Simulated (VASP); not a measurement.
# Y3Zr2F (P6/mmm) in VASP: a series of runs

The runs below take Y3Zr2F through single point, with PBE.

All numbers are computed with VASP 6.6.1; they aren't measurements. Logs are shortened: lines on timing, memory, paths and dates and some standing lists are left out, and cuts for length are marked.

### 1 The cell of the first run

The structure is hexagonal, space group P6/mmm (No. 191). The conventional cell has a = 5.561 Å, b = 5.561 Å, c = 4.061 Å, α = 90.00°, β = 90.00°, γ = 120.00°. Within 3.4 Å of Y (site symmetry mmm) lie 4 Zr at 2.59 Å and 4 Y at 2.78 Å. Within 3.4 Å of Zr (site symmetry -6m2) lie 6 Y at 2.59 Å and 3 Zr at 3.21 Å and 3 F at 3.21 Å. Within 4.2 Å of F (site symmetry 6/mmm) lie 6 Zr at 3.21 Å and 12 Y at 3.44 Å and 2 F at 4.06 Å.

### 2 Single point, PBE

The input, INCAR:

```
PREC = Accurate
ENCUT = 520
EDIFF = 1E-6
ISMEAR = 0
SIGMA = 0.1
LREAL = F
LASPH = T
NELM = 100
ALGO = Normal
ISIF = 2
LWAVE = F
LCHARG = F
GGA = PE
NBANDS = 41
```

The input, KPOINTS:

```
regular mesh
0
Gamma
  6 6 4
```

The input, POSCAR:

```
Y3Zr2F
1.0
    5.5613963000      0.0000000000      0.0000000000
   -2.7806981500      4.8163104700      0.0000000000
    0.0000000000      0.0000000000      4.0610497300
Y Zr F
3 2 1
Direct
    0.0000000000      0.5000000000      0.5000000000
    0.5000000000      0.0000000000      0.5000000000
    0.5000000000      0.5000000000      0.5000000000
    0.3333333300      0.6666666700      0.0000000000
    0.6666666700      0.3333333300      0.0000000000
    0.0000000000      0.0000000000      0.0000000000
```

Potentials or basis: VASP PAW PBE potentials, release 64 (Y_sv, Zr_sv, F).

On the command line:

```
$ cat potpaw_PBE.64/Y_sv/POTCAR potpaw_PBE.64/Zr_sv/POTCAR potpaw_PBE.64/F/POTCAR > POTCAR
$ mpirun -np 1 vasp_std > vasp.out
```

OUTCAR:

```text
PREC = Accurate
   ENCUT = 520
   EDIFF = 1E-6
   ISMEAR = 0
   LREAL = F
   LASPH = T
   NELM = 100
   ISIF = 2
   GGA = PE

 ion  position               nearest neighbor table
   1  0.000  0.500  0.500-   4 2.59   5 2.59   4 2.59   5 2.59   2 2.78   2 2.78   3 2.78   3 2.78

   2  0.500  0.000  0.500-   4 2.59   5 2.59   4 2.59   5 2.59   1 2.78   3 2.78   3 2.78   1 2.78

   3  0.500  0.500  0.500-   4 2.59   5 2.59   4 2.59   5 2.59   2 2.78   2 2.78   1 2.78   1 2.78

   4  0.333  0.667  0.000-   2 2.59   2 2.59   1 2.59   1 2.59   3 2.59   3 2.59   5 3.21   5 3.21
                             5 3.21
   5  0.667  0.333  0.000-   2 2.59   2 2.59   1 2.59   1 2.59   3 2.59   3 2.59   4 3.21   4 3.21
                             4 3.21
   6  0.000  0.000  0.000-

  LATTYP: Found a hexagonal cell.
 ALAT       =     5.5613963000
 C/A-ratio  =     0.7302212450

  Lattice vectors:

 A1 = (   5.5613963000,   0.0000000000,   0.0000000000)
 A2 = (  -2.7806981500,   4.8163104700,   0.0000000000)
 A3 = (   0.0000000000,   0.0000000000,   4.0610497300)

Analysis of symmetry for initial positions (statically):
=====================================================================
 Subroutine PRICEL returns:
 Original cell was already a primitive cell.

 Routine SETGRP: Setting up the symmetry group for a
 hexagonal supercell.

 Subroutine GETGRP returns: Found 24 space group operations
 (whereof 24 operations were pure point group operations)
 out of a pool of 24 trial point group operations.

The static configuration has the point symmetry D_6h.

Analysis of symmetry for dynamics (positions and initial velocities):
=====================================================================
 Subroutine PRICEL returns:
 Original cell was already a primitive cell.

 Routine SETGRP: Setting up the symmetry group for a
 hexagonal supercell.

 Subroutine GETGRP returns: Found 24 space group operations
 (whereof 24 operations were pure point group operations)
 out of a pool of 24 trial point group operations.

The dynamic configuration has the point symmetry D_6h.

 Subroutine INISYM returns: Found 24 space group operations
 (whereof 24 operations are pure point group operations),
 and found     1 'primitive' translations

----------------------------------------------------------------------------------------

                                     Primitive cell

  volume of cell :     108.7769

  direct lattice vectors                    reciprocal lattice vectors
     5.561396300  0.000000000  0.000000000     0.179810959  0.103813906  0.000000000
    -2.780698150  4.816310470  0.000000000     0.000000000  0.207627811  0.000000000
     0.000000000  0.000000000  4.061049730     0.000000000  0.000000000  0.246241752

  length of vectors
     5.561396300  5.561396295  4.061049730     0.207627811  0.207627811  0.246241752

  position of ions in fractional coordinates (direct lattice)
     0.000000000  0.500000000  0.500000000
     0.500000000  0.000000000  0.500000000
     0.500000000  0.500000000  0.500000000
     0.333333330  0.666666670  0.000000000
     0.666666670  0.333333330  0.000000000
     0.000000000  0.000000000  0.000000000

  ion indices of the primitive-cell ions
   primitive index   ion index
                 1           1
                 2           2
                 3           3
                 4           4
                 5           5
                 6           6

----------------------------------------------------------------------------------------

 KPOINTS: regular mesh

Automatic generation of k-mesh.
 Grid dimensions read from file:
 generate k-points for:    6    6    4

 Generating k-lattice:

  Cartesian coordinates                     Fractional coordinates (reciprocal lattice)
     0.029968493  0.017302318  0.000000000     0.166666667  0.000000000  0.000000000
     0.000000000  0.034604635  0.000000000     0.000000000  0.166666667  0.000000000
     0.000000000  0.000000000  0.061560438     0.000000000  0.000000000  0.250000000

  Length of vectors
     0.034604635  0.034604635  0.061560438

  Shift w.r.t. Gamma in fractional coordinates (k-lattice)
     0.000000000  0.000000000  0.000000000

 Subroutine IBZKPT returns following result:
 ===========================================

 Found     21 irreducible k-points:

 Following reciprocal coordinates:
            Coordinates               Weight
  0.000000  0.000000  0.000000      1.000000
  0.166667  0.000000  0.000000      6.000000
  0.333333  0.000000  0.000000      6.000000
  0.500000  0.000000  0.000000      3.000000
  0.166667  0.166667  0.000000      6.000000
  0.333333  0.166667  0.000000     12.000000
[... 13 lines left out ...]
  0.333333  0.166667  0.500000     12.000000
  0.333333  0.333333  0.500000      2.000000
   k-points           NKPTS =     21   k-points in BZ     NKDIM =     21   number of bands    NBANDS=     41
   number of dos      NEDOS =    301   number of ions     NIONS =      6
   total plane-waves  NPLWV =  52920
   dimension x,y,z NGX =    42 NGY =   42 NGZ =   30
   dimension x,y,z NGXF=    84 NGYF=   84 NGZF=   60
   ions per type =               3   2   1
   NGX,Y,Z   is equivalent  to a cutoff of  12.55, 12.55, 12.28 a.u.
   NGXF,Y,Z  is equivalent  to a cutoff of  25.11, 25.11, 24.56 a.u.
 SYSTEM =  unknown system
   PREC   = accura    normal or accurate (medium, high low for compatibility)
   ISTART =      0    job   : 0-new  1-cont  2-samecut
   ICHARG =      2    charge: 1-file 2-atom 10-const
   ISPIN  =      1    spin polarized calculation?
   LNONCOLLINEAR =      F non collinear calculations
   LSORBIT =      F    spin-orbit coupling
   LASPH  =      T    aspherical Exc in radial PAW
   ENCUT  =  520.0 eV  38.22 Ry    6.18 a.u.  10.34 10.34  7.55*2*pi/ulx,y,z
   NELM   =    100;   NELMIN=  2; NELMDL= -5     # of ELM steps
   EDIFF  = 0.1E-05   stopping-criterion for ELM
   LREAL  =      F    real-space projection
   EDIFFG = 0.1E-04   stopping-criterion for IOM
   NSW    =      0    number of steps for IOM
   IBRION =     -1    ionic relax: 0-MD 1-quasi-New 2-CG
   NFREE  =      0    steps in history (QN), initial steepest desc. (CG)
   ISIF   =      2    stress and relaxation
   ISYM   =      2    0-nonsym 1-usesym 2-fastsym
   POTIM  = 0.5000    time-step for ionic-motion
   TEBEG  =    0.0;   TEEND  =   0.0 temperature during run
   PSTRESS=    0.0 pullay stress
   NELECT =      64.0000    total number of electrons
   NUPDOWN=      -1.0000    fix difference up-down
   EMIN   =  10.00;   EMAX   =-10.00  energy-range for DOS
   EFERMI =   0.00;   METHOD = LEGACY
   ISMEAR =     0;   SIGMA  =   0.10  broadening in eV -4-tet -1-fermi 0-gaus
   EFERMI_NEDOS =   21; number of points for ismear=-14 and -15
   IALGO  =     38    algorithm
   IMIX   =      4    mixing-type and parameters
     AMIX     =   0.40;   BMIX     =  1.00
     AMIX_MAG =   1.60;   BMIX_MAG =  1.00
  volume/ion in A,a.u.               =      18.13       122.34
  Fermi-wavevector in a.u.,A,eV,Ry     =   1.371795  2.592317 25.603744  1.881822
  Thomas-Fermi vector in A             =   2.497460
   LORBIT       =      0    0 simple, 1 ext, 2 COOP (PROOUT), +10 PAW based schemes
   GGA     = PE    functional components
   LHFCALC =     F    Hartree Fock is set to
   AEXX    =    0.0000 exact exchange contribution
   IVDW    =     0    specifies the selected vdW correction
   LEPSILON=     F    determine dielectric tensor
   LRPA    =     F    only Hartree local field effects (RPA)
 non-spin polarized calculation
 Gauss-broadening in eV      SIGMA  =   0.10
  energy-cutoff  :      520.00
  volume of cell :      108.78
 maximum number of plane-waves:      2948
 NGX is ok and might be reduce to    42
   NGX = 21   NGY = 21   NGZ = 15

 number of electron      64.0000001 magnetization

 Free energy of the ion-electron system (eV)
  ---------------------------------------------------
  ext. energy  EPLUGINS =         0.00000000
  ---------------------------------------------------
  free energy    TOTEN  =       -26.55399134 eV

  energy without entropy =      -26.52821119  energy(sigma->0) =      -26.54110126

 E-fermi :   6.9032     XC(G=0): -11.2123

 val. band max:        6.8998832589   @ k =   0.1667   0.0000   0.5000
 cond. band min:       6.9299668390   @ k =   0.1667   0.0000   0.2500
 fundamental gap:      0.0300835801
 Fermi energy:         6.9031557738

 k-point     1 :       0.0000    0.0000    0.0000
  band No.  band energies     occupation
      1     -41.0795      2.00000
      2     -40.9427      2.00000
      3     -35.0411      2.00000
      4     -34.5816      2.00000
      5     -34.5816      2.00000
      6     -20.4016      2.00000
[... 33 lines left out ...]
     40      10.7104      0.00000
     41      10.7104      0.00000

 k-point     2 :       0.1667    0.0000    0.0000
  band No.  band energies     occupation
      1     -41.0714      2.00000
      2     -40.9508      2.00000
      3     -35.0155      2.00000
      4     -34.6106      2.00000
      5     -34.5820      2.00000
      6     -20.3627      2.00000
[... 33 lines left out ...]
     40      10.9984      0.00000
     41      11.0292      0.00000

 k-point     3 :       0.3333    0.0000    0.0000
  band No.  band energies     occupation
      1     -41.0506      2.00000
      2     -40.9716      2.00000
      3     -34.9488      2.00000
      4     -34.6845      2.00000
      5     -34.5828      2.00000
      6     -20.2596      2.00000
[... 33 lines left out ...]
     40      10.9806      0.00000
     41      11.5260      0.00000

 k-point     4 :       0.5000    0.0000    0.0000
  band No.  band energies     occupation
      1     -41.0339      2.00000
      2     -40.9883      2.00000
      3     -34.8940      2.00000
      4     -34.7427      2.00000
      5     -34.5832      2.00000
      6     -20.1738      2.00000
[... 693 lines left out ...]
     40      10.3962      0.00000
     41      10.5499      0.00000

 k-point    20 :       0.3333    0.1667    0.5000
  band No.  band energies     occupation
      1     -40.9938      2.00000
      2     -40.9626      2.00000
      3     -34.9974      2.00000
      4     -34.7868      2.00000
      5     -34.5648      2.00000
      6     -20.2076      2.00000
[... 33 lines left out ...]
     40       9.4237      0.00000
     41       9.9439      0.00000

 k-point    21 :       0.3333    0.3333    0.5000
  band No.  band energies     occupation
      1     -40.9783      2.00000
      2     -40.9783      2.00000
      3     -34.8934      2.00000
      4     -34.8934      2.00000
      5     -34.5653      2.00000
      6     -20.0034      2.00000
[... 33 lines left out ...]
     40       9.4568      0.00000
     41       9.5452      0.00000

------------------------ aborting loop because EDIFF is reached ----------------------------------------

  FORCE on cell =-STRESS in cart. coord.  units (eV):
  Direction    XX          YY          ZZ          XY          YZ          ZX
  --------------------------------------------------------------------------------------
  -------------------------------------------------------------------------------------
  Total       24.6764352     24.6764351     37.0625751     -0.0000000     -0.0000000      0.0000000
  in kB      363.4597952    363.4597942    545.8955419     -0.0000000     -0.0000000      0.0000000
  external PRESSURE =     424.2717105 kB  Pullay stress =       0.0000000 kB

 VOLUME and BASIS-vectors are now :
 -----------------------------------------------------------------------------
  energy-cutoff  :      520.00
  volume of cell :      108.78
      direct lattice vectors                 reciprocal lattice vectors
     5.561396300  0.000000000  0.000000000     0.179810959  0.103813906  0.000000000
    -2.780698150  4.816310470  0.000000000     0.000000000  0.207627811  0.000000000
     0.000000000  0.000000000  4.061049730     0.000000000  0.000000000  0.246241752

 POSITION                                       TOTAL-FORCE (eV/Angst)
 -----------------------------------------------------------------------------------
     -1.39035      2.40816      2.03052         0.000000      0.000000      0.000000
      2.78070      0.00000      2.03052         0.000000      0.000000      0.000000
      1.39035      2.40816      2.03052         0.000000      0.000000      0.000000
     -0.00000      3.21087      0.00000        -0.000000      0.000000      0.000000
      2.78070      1.60544      0.00000         0.000000     -0.000000     -0.000000
      0.00000      0.00000      0.00000         0.000000      0.000000      0.000000
 -----------------------------------------------------------------------------------
    total drift:                                0.000000     -0.000000      0.000000

  FREE ENERGIE OF THE ION-ELECTRON SYSTEM (eV)
  ---------------------------------------------------
  free  energy   TOTEN  =       -26.5539913365 eV

  energy  without entropy=      -26.5282111881  energy(sigma->0) =      -26.54110126
```

Wall time 65 s (1 thread of Oxide Virtual Turin-like, shared host); peak memory 0.24 GiB.

What came out:

```
Free energy            : -26.5540 eV
Pressure               : 42.4 GPa
Band gap on the k mesh : zero (band 32 reaches 7.60 eV, above the bottom of band 33 at 6.12 eV)
```

Stress tensor (GPa, compression positive):
```
36.35  0.00  0.00
 0.00 36.35  0.00
 0.00  0.00 54.59
```

Caveat: the k points lie up to 0.39 Å⁻¹ apart.

[end of part 1 of 2]
